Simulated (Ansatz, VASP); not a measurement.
Al3Cu2: VASP beside Ansatz

File POSCAR:

```
Al3Cu2
1.0
    3.9377393120      0.0000000000      0.0000000000
   -1.9688696560      3.4101822776      0.0000000000
    0.0000000000      0.0000000000      5.3890503038
Al Cu
3 2
Direct
    0.0000000000      0.0000000000      0.0000000000
    0.3333333333      0.6666666667      0.3501725384
    0.6666666667      0.3333333333      0.6498274616
    0.3333333333      0.6666666667      0.8401683181
    0.6666666667      0.3333333333      0.1598316819
```

INCAR.step1

```
SYSTEM = Al3Cu2
PREC     = Accurate       ! precision mode
ENCUT    = 520            ! plane-wave cutoff, eV
ISMEAR   = 0              ! smearing method
SIGMA    = 0.15           ! smearing width, eV
LREAL    = .FALSE.        ! projectors in reciprocal space
LASPH    = .TRUE.         ! aspherical terms in the spheres
NELM     = 100            ! most SCF steps
NBANDS   = 24             ! bands
GGA      = PE             ! functional
ALGO     = Normal         ! electronic algorithm
EDIFF    = 1E-4           ! SCF threshold, eV
LWAVE    = .TRUE.         ! write WAVECAR
LCHARG   = .FALSE.        ! write CHGCAR
```

INCAR.step2

```
SYSTEM = Al3Cu2
PREC     = Accurate       ! precision mode
ENCUT    = 520            ! plane-wave cutoff, eV
EDIFF    = 1E-6           ! SCF threshold, eV
ISMEAR   = 0              ! smearing method
SIGMA    = 0.15           ! smearing width, eV
LREAL    = .FALSE.        ! projectors in reciprocal space
LASPH    = .TRUE.         ! aspherical terms in the spheres
NELM     = 100            ! most SCF steps
ALGO     = Normal         ! electronic algorithm
ISIF     = 2              ! what is computed and relaxed
LWAVE    = .FALSE.        ! write WAVECAR
LCHARG   = .FALSE.        ! write CHGCAR
METAGGA  = R2SCAN         ! meta-GGA
LMIXTAU  = .TRUE.       
NBANDS   = 24             ! bands
ISTART   = 1
```

Contents of KPOINTS:

```
regular mesh
0
G
  12 12 10
  0 0 0
```

Input for Ansatz:

```yaml
crystal:
  lattice:
    - [3.937739312, 0.0, 0.0]
    - [-1.968869656, 3.4101822776, 0.0]
    - [0.0, 0.0, 5.3890503038]
  atoms:
    - { symbol: Al, position: [0.0, 0.0, 0.0] }
    - { symbol: Al, position: [0.3333333333, 0.6666666667, 0.3501725384] }
    - { symbol: Al, position: [0.6666666667, 0.3333333333, 0.6498274616] }
    - { symbol: Cu, position: [0.3333333333, 0.6666666667, 0.8401683181] }
    - { symbol: Cu, position: [0.6666666667, 0.3333333333, 0.1598316819] }
basis:
  ecutwfc: 500
kpoints:
  mp_grid: { grid: [12, 12, 10] }
hamiltonian:
  xc: r2scan
scf:
  occupations: { method: gaussian, width: 0.15 }
output:
  forces: true
  stress: true
  eigenvalues: true
```

Change from the starting cell: strain -0.040 along x and y, +0.080 along z, atoms carried along.

Alike in both runs: task single point; functional r2SCAN; k mesh 12 × 12 × 10; occupations gaussian, width 0.15 eV; no spin polarisation.

```csv
,VASP,Ansatz
version,VASP 6.6.1,Ansatz 0.2.0
potentials or method,"VASP PAW PBE potentials, release 64 (Al, Cu), cutoff 520 eV","scalar-relativistic, plane waves, PAW"
valence electrons in the cell,31,47
```

```csv
,VASP,Ansatz,Ansatz less VASP
gap on the k mesh at the Fermi level (eV),none,none,-
pressure (GPa),2.3,2.4,+0.09
"traceless stress, the component that is largest in VASP (GPa)",-12.37,-12.46,-0.083
rms of the force components (eV/Å),0.106,0.105,-0.0007
```

VASP's potentials were made for PBE, not for r2SCAN. Atom by atom the forces differ by 0.002 eV/Å (rms over components). A gap of «none» marks a metal or a gap that the smearing closes. VASP's potentials hold 31 valence electrons a cell and Ansatz's 47, so a difference there can come from the potentials and not from the codes.
